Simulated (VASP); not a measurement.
Runs of VASP 6.6.1 on SiTe3. The structure is that of space group Pm-3m (No. 221), or close to it. The cells are those of the table. 

```csv
task,cell,k mesh,cutoff (eV),smearing,gap on the mesh (eV),pressure (GPa),relaxed volume (Å³/atom)
single point,"a = 4.707 Å, 4 atoms",4 × 4 × 4,520,gaussian 0.1 eV,none,-0.1,-
relaxation of cell and atoms,"relaxed from a = 5.263 Å, 4 atoms",4 × 4 × 4,600,gaussian 0.1 eV,none,-0.2,26.11
single point,"a = 5.263 Å, 4 atoms",4 × 4 × 4,520,gaussian 0.1 eV,none,-8.0,-
single point,"a = 4.707 Å, 4 atoms",10 × 10 × 10,500,methfessel-paxton 0.1 eV,none,-0.1,-
single point,"a = 4.707 Å, 4 atoms",10 × 10 × 10,520,gaussian 0.1 eV,none,-0.1,-
relaxation of cell and atoms,"relaxed from a = 4.707 Å, 4 atoms",10 × 10 × 10,600,gaussian 0.1 eV,none,0.0,(a)
```

Alike in all rows: level PBE; potentials or basis VASP PAW PBE potentials, release 64 (Si, Te); no spin polarisation.

Task: Estimate the missing entries.

Result: (a) 26.01.

Caveats: spin-orbit coupling is left out, which moves the levels of the heavy elements; the volume moved by over 15 % at a fixed basis, so the end points are rough (some runs).

A k mesh can miss the band edges, and the runs leave out spin-orbit coupling on Te.

A gap of «none» marks levels without a gap at the run's occupations.
